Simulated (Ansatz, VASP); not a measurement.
## Ir in VASP and in Ansatz

```
CELL_PARAMETERS angstrom
0.00000 1.92258 1.92258
1.92258 0.00000 1.92258
1.92258 1.92258 0.00000
ATOMIC_POSITIONS crystal
Ir 0.00000 0.00000 0.00000
```

Alike in both runs: task single point; functional r2SCAN; k mesh 23 × 23 × 23; occupations fermi-dirac, width 0.05 eV; collinear spin.

|  | VASP | Ansatz |
| --- | --- | --- |
| version | VASP 6.6.1 | Ansatz 0.2.0 |
| potentials or method | VASP PAW PBE potentials, release 64 (Ir), cutoff 520 eV | plane waves (500 eV) with PAW, scalar-relativistic |
| valence electrons in the cell | 9 | 17 |

VASP gave:

- pressure (GPa): 2.2
- net moment per atom (μB): 0.00

Task: Which values does Ansatz return?

Result: Pressure (GPa): -0.3; net moment per atom (μB): 0.00.

VASP's potentials were made for PBE, not for r2SCAN. With one functional, cell and mesh, what is left measures potentials, basis and numerics. VASP's potentials hold 9 valence electrons a cell and Ansatz's 17, so a difference there can come from the potentials and not from the codes. Ansatz's warnings: seeded moment not kept, stability check not made.

Spin-orbit coupling is off throughout.
